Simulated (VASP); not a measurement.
# Sn (Immm) in VASP: further runs, part 2 of 2

VASP 6.6.1. Earlier steps stand in the parts before.

## (3) Single point, PBEsol

This run uses another cell than the first one, of 28.67 Å³/atom.

File INCAR:

```
PREC = Accurate
ENCUT = 520
EDIFF = 1E-6
ISMEAR = -1
SIGMA = 0.1
LREAL = False
LASPH = True
NELM = 100
ALGO = Normal
ISIF = 2
LWAVE = False
LCHARG = False
GGA = PS
NBANDS = 13
```

File KPOINTS:

```
Automatic mesh
0
Gamma
  12 12 12
```

File POSCAR:

```
Sn
1.0
   -1.7265390000      1.7755470000      2.3383420000
    1.7265390000     -1.7755470000      2.3383420000
    1.7265390000      1.7755470000     -2.3383420000
Sn
1
Direct
    0.0000000000      0.0000000000      0.0000000000
```

Potentials or basis: VASP PAW PBE potentials, release 64 (Sn_d).

Command:

```
$ cat potpaw_PBE.64/Sn_d/POTCAR > POTCAR
$ mpirun -np 1 vasp_std > vasp.out
```

Run time: 2 min. Hardware: 1 thread of Intel Xeon 8259CL, shared host; peak memory 0.23 GiB.

The run converged. Its results:

```
Free energy            : -4.2099 eV
Pressure               : -3.7 GPa
Band gap on the k mesh : zero (bands 7 and 8 overlap by 8.93 eV)
```

Stress tensor (GPa, compression positive):
```
-3.28  0.00  0.00
 0.00 -3.88  0.00
 0.00  0.00 -3.83
```

Levels at points of the mesh, in eV from the Fermi level:
```tsv
k point	band 4	band 5	band 6	band 7	band 8	band 9	band 10	band 11
(0.00, 0.00, 0.00)	-21.38	-21.35	-10.77	7.02	7.16	7.56	10.62	11.14
(0.50, 0.00, 0.00)	-21.31	-21.29	-6.85	-4.40	5.24	5.99	9.68	10.09
(0.00, 0.50, 0.00)	-21.30	-21.30	-6.60	-4.33	4.81	5.68	9.19	9.66
(0.50, 0.50, 0.00)	-21.29	-21.27	-5.23	-3.57	2.06	2.43	5.51	5.92
(0.50, 0.50, 0.50)	-21.28	-21.28	-4.47	-3.07	1.21	1.85	4.61	5.46
```

Caveat: the cell stands under tension; the PAW data sets were made with another functional, which shifts forces and pressure a little; spin-orbit coupling is left out, which moves the levels of the heavy elements.

## (4) Single point, PBEsol

This run uses another cell than the first one, of 29.25 Å³/atom.

File INCAR:

```
SYSTEM = Sn
ALGO = Normal
EDIFF = 1E-6
ENCUT = 520
GGA = PS
ISIF = 2
ISMEAR = -1
LASPH = .TRUE.
LCHARG = .FALSE.
LREAL = .FALSE.
LWAVE = .FALSE.
NBANDS = 13
NELM = 80
PREC = Accurate
SIGMA = 0.1
```

File KPOINTS:

```
k-points
0
G
  12 12 12
  0 0 0
```

File POSCAR:

```
Sn
1.0
   -1.7379733663      1.7873059321      2.3538281599
    1.7379733663     -1.7873059321      2.3538281599
    1.7379733663      1.7873059321     -2.3538281599
Sn
1
Direct
    0.0000000000      0.0000000000      0.0000000000
```

Potentials or basis: VASP PAW PBE potentials, release 64 (Sn_d).

Command:

```
$ cat potpaw_PBE.64/Sn_d/POTCAR > POTCAR
$ mpirun -np 1 vasp_std > vasp.out
```

OUTCAR:

```text
SYSTEM = Sn
   EDIFF = 1E-6
   ENCUT = 520
   GGA = PS
   ISIF = 2
   ISMEAR = -1
   LASPH = .TRUE.
   LREAL = .FALSE.
   NELM = 80
   PREC = Accurate

 ion  position               nearest neighbor table
   1  0.000  0.000  0.000-

  LATTYP: Found a body centered orthorhombic cell.
 ALAT       =     3.4759467326
 B/A-ratio  =     1.0283851104
 C/A-ratio  =     1.3543522620

  Lattice vectors:

 A1 = (  -1.7379733663,   1.7873059321,   2.3538281599)
 A2 = (   1.7379733663,  -1.7873059321,   2.3538281599)
[... 565 lines left out ...]
 [... further k-points ...]

------------------------ aborting loop because EDIFF is reached ----------------------------------------

  FORCE on cell =-STRESS in cart. coord.  units (eV):
  Direction    XX          YY          ZZ          XY          YZ          ZX
  --------------------------------------------------------------------------------------
  -------------------------------------------------------------------------------------
  Total       -0.7273629     -0.8226997     -0.8277240      0.0000000      0.0000000      0.0000000
  in kB      -39.8460227    -45.0687135    -45.3439534      0.0000000      0.0000000      0.0000000
  external PRESSURE =     -43.4195632 kB  Pullay stress =       0.0000000 kB

 VOLUME and BASIS-vectors are now :
 -----------------------------------------------------------------------------
  energy-cutoff  :      520.00
  volume of cell :       29.25
      direct lattice vectors                 reciprocal lattice vectors
    -1.737973366  1.787305932  2.353828160     0.000000000  0.279750652  0.212419924
     1.737973366 -1.787305932  2.353828160     0.287691405  0.000000000  0.212419924
     1.737973366  1.787305932 -2.353828160     0.287691405  0.279750652  0.000000000

 POSITION                                       TOTAL-FORCE (eV/Angst)
 -----------------------------------------------------------------------------------
      0.00000      0.00000      0.00000        -0.000000      0.000000      0.000000
 -----------------------------------------------------------------------------------
    total drift:                               -0.000000     -0.000000     -0.000000

  FREE ENERGIE OF THE ION-ELECTRON SYSTEM (eV)
  ---------------------------------------------------
  free  energy   TOTEN  =        -4.1957192150 eV

  energy  without entropy=       -4.1728025516  energy(sigma->0) =       -4.18426088
```

stdout:

```text
POSCAR found type information on POSCAR Sn
 POSCAR found :  1 types and       1 ions
 scaLAPACK will be used
 -----------------------------------------------------------------------------
|                                                                             |
|                                                                             |
|     You enforced a specific xc type in the INCAR file but a different       |
|     I HOPE YOU KNOW WHAT YOU ARE DOING!                                     |
|                                                                             |
 -----------------------------------------------------------------------------

 LDA part: xc-table for (Slater+PW92), standard interpolation
 POSCAR, INCAR and KPOINTS ok, starting setup
 FFT: planning ... GRIDC
 FFT: planning ... GRID_SOFT
 FFT: planning ... GRID
 WAVECAR not read
 entering main loop
```

Wall time 2 min (1 thread of Intel Xeon 8259CL, shared host); peak memory 0.23 GiB.

Results:

| Property | Result |
| --- | --- |
| Free energy | -4.1957 eV |
| Pressure | -4.3 GPa |
| Band gap on the k mesh | zero (bands 7 and 8 overlap by 8.73 eV) |

Caveat: the cell stands under tension; the PAW data sets were made with another functional, which shifts forces and pressure a little; spin-orbit coupling is left out, which moves the levels of the heavy elements.

## (5) Single point, PBEsol

This run uses another cell than the first one, of 29.82 Å³/atom.

File INCAR:

```
ALGO     = Normal         # electronic algorithm
EDIFF    = 1E-6           # SCF threshold, eV
ENCUT    = 520            # plane-wave cutoff, eV
GGA      = PS             # functional
ISIF     = 2              # what is computed and relaxed
ISMEAR   = -1             # smearing method
LASPH    = True           # aspherical terms in the spheres
LCHARG   = False          # write CHGCAR
LREAL    = False          # projectors in reciprocal space
LWAVE    = False          # write WAVECAR
NBANDS   = 13             # bands
NELM     = 80             # most SCF steps
PREC     = Accurate       # precision mode
SIGMA    = 0.1            # smearing width, eV
```

File KPOINTS:

```
k-points
0
Gamma
  12 12 12
```

File POSCAR:

```
Sn
1.0
   -1.7492592239      1.7989121400      2.3691131866
    1.7492592239     -1.7989121400      2.3691131866
    1.7492592239      1.7989121400     -2.3691131866
Sn
1
Direct
    0.0000000000      0.0000000000      0.0000000000
```

Command:

```
$ cat potpaw_PBE.64/Sn_d/POTCAR > POTCAR
$ mpirun -np 1 vasp_std > vasp.out
```

Run time: 2.1 min. Hardware: 1 thread of Intel Xeon 8259CL, shared host; peak memory 0.23 GiB.

It converged, with:

- Free energy: -4.1792 eV
- Pressure: -4.9 GPa
- Band gap on the k mesh: zero (bands 7 and 8 overlap by 8.54 eV)

Stress tensor (GPa, compression positive):
```
-4.61  0.00  0.00
 0.00 -5.06  0.00
 0.00  0.00 -5.16
```

Levels at points of the mesh, in eV from the Fermi level:
```
           k point  band 4  band 5  band 6  band 7  band 8  band 9  band 10  band 11
(0.00, 0.00, 0.00)  -21.38  -21.35  -10.51    6.72    6.86    7.24    10.57    10.92
(0.50, 0.00, 0.00)  -21.31  -21.29   -6.79   -4.20    5.03    5.75     9.38    10.03
(0.00, 0.50, 0.00)  -21.30  -21.30   -6.55   -4.14    4.63    5.47     8.91     9.50
(0.50, 0.50, 0.00)  -21.30  -21.28   -5.26   -3.41    2.01    2.38     5.40     5.86
(0.50, 0.50, 0.50)  -21.28  -21.28   -4.54   -2.93    1.20    1.81     4.55     5.41
```

Caveat: the cell stands under tension; the PAW data sets were made with another functional, which shifts forces and pressure a little; spin-orbit coupling is left out, which moves the levels of the heavy elements.

## (6) Single point, PBEsol

This run uses another cell than the first one, of 30.39 Å³/atom.

File INCAR:

```
SYSTEM = Sn
ALGO = Normal
EDIFF = 1E-6
ENCUT = 520
GGA = PS
ISIF = 2
ISMEAR = -1
LASPH = .True.
LCHARG = .True.
LELF = .True.
LREAL = .False.
LVHAR = .True.
LWAVE = .False.
NBANDS = 13
NELM = 100
PREC = Accurate
SIGMA = 0.1
```

File KPOINTS:

```
k-points
0
Gamma
  12 12 12
  0 0 0
```

File POSCAR:

```
Sn
1.0
   -1.7604013028      1.8103704880      2.3842034864
    1.7604013028     -1.8103704880      2.3842034864
    1.7604013028      1.8103704880     -2.3842034864
Sn
1
Direct
    0.0000000000      0.0000000000      0.0000000000
```

Potentials or basis: VASP PAW PBE potentials, release 64 (Sn_d).

Command:

```
$ cat potpaw_PBE.64/Sn_d/POTCAR > POTCAR
$ mpirun -np 1 vasp_std > vasp.out
```

It took 2 min on 1 thread of Intel Xeon 8259CL, shared host; peak memory 0.24 GiB.

Results (log left out):

| Property | Result |
| --- | --- |
| Free energy | -4.1608 eV |
| Pressure | -5.5 GPa |
| Band gap on the k mesh | zero (bands 7 and 8 overlap by 8.35 eV) |

Stress tensor (GPa, compression positive):
```
-5.17  0.00  0.00
 0.00 -5.54  0.00
 0.00  0.00 -5.70
```

Levels at points of the mesh, in eV from the Fermi level:
| k point | band 4 | band 5 | band 6 | band 7 | band 8 | band 9 | band 10 | band 11 |
| --- | --- | --- | --- | --- | --- | --- | --- | --- |
| (0.00, 0.00, 0.00) | -21.37 | -21.35 | -10.38 | 6.58 | 6.72 | 7.08 | 10.54 | 10.81 |
| (0.50, 0.00, 0.00) | -21.32 | -21.30 | -6.76 | -4.10 | 4.94 | 5.64 | 9.24 | 9.95 |
| (0.00, 0.50, 0.00) | -21.30 | -21.30 | -6.53 | -4.05 | 4.54 | 5.36 | 8.78 | 9.42 |
| (0.50, 0.50, 0.00) | -21.30 | -21.28 | -5.27 | -3.33 | 1.98 | 2.35 | 5.34 | 5.83 |
| (0.50, 0.50, 0.50) | -21.29 | -21.29 | -4.58 | -2.86 | 1.19 | 1.79 | 4.52 | 5.38 |

Caveat: the cell stands under tension; the PAW data sets were made with another functional, which shifts forces and pressure a little; spin-orbit coupling is left out, which moves the levels of the heavy elements.

## (7) Overview

| cell | gap on the mesh (eV) | pressure (GPa) |
| --- | --- | --- |
| a = 3.383 Å, angles 119.1, 117.2, 93.3°, 1 atom | none | -2.9 |
| a = 3.406 Å, angles 119.1, 117.2, 93.3°, 1 atom | none | -3.7 |
| a = 3.429 Å, angles 119.1, 117.2, 93.3°, 1 atom | none | -4.3 |
| a = 3.451 Å, angles 119.1, 117.2, 93.3°, 1 atom | none | -4.9 |
| a = 3.473 Å, angles 119.1, 117.2, 93.3°, 1 atom | none | -5.5 |

Alike in all rows: task single point; level PBEsol; potentials or basis VASP PAW PBE potentials, release 64 (Sn_d); no spin polarisation; k mesh 12 × 12 × 12; cutoff (eV) 520; smearing fermi-dirac 0.1 eV.

Caveats: the PAW data sets were made with another functional, which shifts forces and pressure a little; spin-orbit coupling is left out, which moves the levels of the heavy elements; the cell stands under tension (at least some runs).

Total energies depend on the potentials used, so only differences within one code and one set of settings carry meaning.
